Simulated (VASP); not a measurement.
A run of VASP 6.6.1:

INCAR

```
SYSTEM = YCu2Sb3
ALGO     = Normal         ! electronic algorithm
EDIFF    = 1E-6           ! SCF threshold, eV
ENCUT    = 520            ! plane-wave cutoff, eV
GGA      = PE             ! functional
ISIF     = 2              ! what is computed and relaxed
ISMEAR   = 0              ! smearing method
LASPH    = .True.         ! aspherical terms in the spheres
LCHARG   = .False.        ! write CHGCAR
LREAL    = .False.        ! projectors in reciprocal space
LWAVE    = .False.        ! write WAVECAR
NBANDS   = 33             ! bands
NELM     = 100            ! most SCF steps
PREC     = Accurate       ! precision mode
SIGMA    = 0.1            ! smearing width, eV
```

KPOINTS

```
k-points
0
Gamma
  3 3 6
  0 0 0
```

File POSCAR:

```
YCu2Sb3
1.0
    6.2416122400      0.0000000000      0.0000000000
   -3.1208061200      5.4053947600      0.0000000000
    0.0000000000      0.0000000000      3.6177620100
Y Cu Sb
1 2 3
Direct
    0.0000000000      0.0000000000      0.0000000000
    0.3333333300      0.6666666700      0.0000000000
    0.6666666700      0.3333333300      0.0000000000
    0.5000000000      0.0000000000      0.5000000000
    0.5000000000      0.5000000000      0.5000000000
    0.0000000000      0.5000000000      0.5000000000
```

Potentials or basis: VASP PAW PBE potentials, release 64 (Y_sv, Cu, Sb).

Command:

```bash
$ cat potpaw_PBE.64/Y_sv/POTCAR potpaw_PBE.64/Cu/POTCAR potpaw_PBE.64/Sb/POTCAR > POTCAR
$ mpirun -np 1 vasp_std > vasp.out
```

Hardware: 1 thread of Intel(R) Xeon(R) Platinum 8559C (Emerald Rapids), on a shared host.

Problem. Estimate the wall time of this run.

Solution. It took 47 s on 1 thread of Intel(R) Xeon(R) Platinum 8559C (Emerald Rapids) (shared host), peak memory 0.26 GiB. Counts: scf iterations 15, k points 12.
